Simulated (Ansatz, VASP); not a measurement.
**Two plane-wave programs on AlGaN2**

The input POSCAR:

```
AlGaN2
1.0
    3.1094682782      0.0000000000      0.0000000000
    0.0000000000      3.1094682782      0.0000000000
    0.0000000000      0.0000000000      4.4238379400
Al Ga N
1 1 2
Direct
    0.5000000000      0.5000000000      0.5000000000
    0.0000000000      0.0000000000      0.0000000000
    0.5000000000      0.0000000000      0.7382648100
    0.0000000000      0.5000000000      0.2617351900
```

The input INCAR.step1:

```
SYSTEM = AlGaN2
PREC     = Accurate       ! precision mode
ENCUT    = 1460           ! plane-wave cutoff, eV
ISMEAR   = 0              ! smearing method
SIGMA    = 0.05           ! smearing width, eV
LREAL    = .FALSE.        ! projectors in reciprocal space
LASPH    = .TRUE.         ! aspherical terms in the spheres
NELM     = 120            ! most SCF steps
NBANDS   = 21             ! bands
GGA      = PE             ! functional
ALGO     = Normal         ! electronic algorithm
EDIFF    = 1E-5           ! SCF threshold, eV
LWAVE    = .TRUE.         ! write WAVECAR
LCHARG   = .FALSE.        ! write CHGCAR
GGA_COMPAT= .FALSE.
```

INCAR.step2

```
SYSTEM = AlGaN2
PREC     = Accurate       ! precision mode
ENCUT    = 1460           ! plane-wave cutoff, eV
EDIFF    = 1E-6           ! SCF threshold, eV
ISMEAR   = 0              ! smearing method
SIGMA    = 0.05           ! smearing width, eV
LREAL    = .FALSE.        ! projectors in reciprocal space
LASPH    = .TRUE.         ! aspherical terms in the spheres
NELM     = 120            ! most SCF steps
ALGO     = Normal         ! electronic algorithm
ISIF     = 2              ! what is computed and relaxed
LWAVE    = .FALSE.        ! write WAVECAR
LCHARG   = .FALSE.        ! write CHGCAR
METAGGA  = R2SCAN         ! meta-GGA
LMIXTAU  = .TRUE.       
NBANDS   = 21             ! bands
ISTART   = 1            
GGA_COMPAT= .FALSE.
```

Contents of KPOINTS:

```
regular mesh
0
G
  8 8 6
  0 0 0
```

Input for Ansatz:

```yaml
crystal:
  lattice:
    - [3.1094682782, 0.0, 0.0]
    - [0.0, 3.1094682782, 0.0]
    - [0.0, 0.0, 4.42383794]
  atoms:
    - { symbol: Al, position: [0.5, 0.5, 0.5] }
    - { symbol: Ga, position: [0.0, 0.0, 0.0] }
    - { symbol: "N", position: [0.5, 0.0, 0.73826481] }
    - { symbol: "N", position: [0.0, 0.5, 0.26173519] }
basis:
  ecutwfc: 500
kpoints:
  mp_grid: { grid: [8, 8, 6] }
hamiltonian:
  xc: r2scan
scf:
  occupations: { method: gaussian, width: 0.05 }
output:
  forces: true
  stress: true
  eigenvalues: true
```

Change from the starting cell: strain -0.0100 x Voigt [1, 1, 0, 0, 0, 0], atoms carried along.

Alike in both runs: task single point; functional r2SCAN; k mesh 8 × 8 × 6; occupations gaussian, width 0.05 eV; no spin polarisation.

|  | VASP | Ansatz |
| --- | --- | --- |
| version | VASP 6.6.1 | Ansatz 0.2.0 |
| potentials or method | VASP PAW PBE potentials, release 64 (Al, Ga_d, N_h), cutoff 1460 eV | scalar-relativistic, plane waves, PAW |
| valence electrons in the cell | 26 | 26 |

```csv
,VASP,Ansatz,Ansatz less VASP
gap on the k mesh at the Fermi level (eV),3.50,3.49,-0.007
least direct gap on the mesh (eV),3.50,3.49,-0.007
pressure (GPa),4.1,3.9,-0.27
"traceless stress, the component that is largest in VASP (GPa)",-0.92,-0.97,-0.047
rms of the force components (eV/Å),0.007,0.046,+0.0384
```

VASP's potentials were made for PBE, not for r2SCAN. Atom by atom the forces differ by 0.038 eV/Å (rms over components).
